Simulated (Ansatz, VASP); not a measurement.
**Sn: VASP beside Ansatz**

```
Sn
1.0
     3.21376    0.00000    0.00000
     0.00000    5.94591    0.00000
     0.00000    0.00000   26.89182
Sn
10
Direct
  0.50000 0.50000 0.27890
  0.25000 0.00000 0.27890
  0.00000 0.00000 0.38945
  0.75000 0.50000 0.38945
  0.50000 0.50000 0.50000
  0.25000 0.00000 0.50000
  0.00000 0.00000 0.61055
  0.75000 0.50000 0.61055
  0.50000 0.50000 0.72110
  0.25000 0.00000 0.72110
```

Alike in both runs: task single point; functional PBE; k mesh 11 × 6 × 1; occupations gaussian, width 0.1 eV; no spin polarisation.

|  | VASP | Ansatz |
| --- | --- | --- |
| version | VASP 6.6.1 | Ansatz 0.2.0 |
| potentials or method | VASP PAW PBE potentials, release 64 (Sn_d), cutoff 520 eV | scalar-relativistic, plane waves, PAW |
| valence electrons in the cell | 140 | 140 |

```tsv
	VASP	Ansatz	Ansatz less VASP
gap on the k mesh at the Fermi level (eV)	none	none	-
rms of the force components (eV/Å)	0.036	0.036	+0.0004
```

Atom by atom the forces differ by 0.001 eV/Å (rms over components). A gap of «none» marks a metal or a gap that the smearing closes. The functional is the same, so the differences come from potentials, cutoffs and numerics. Ansatz's warnings: xc potential rough in thin density.
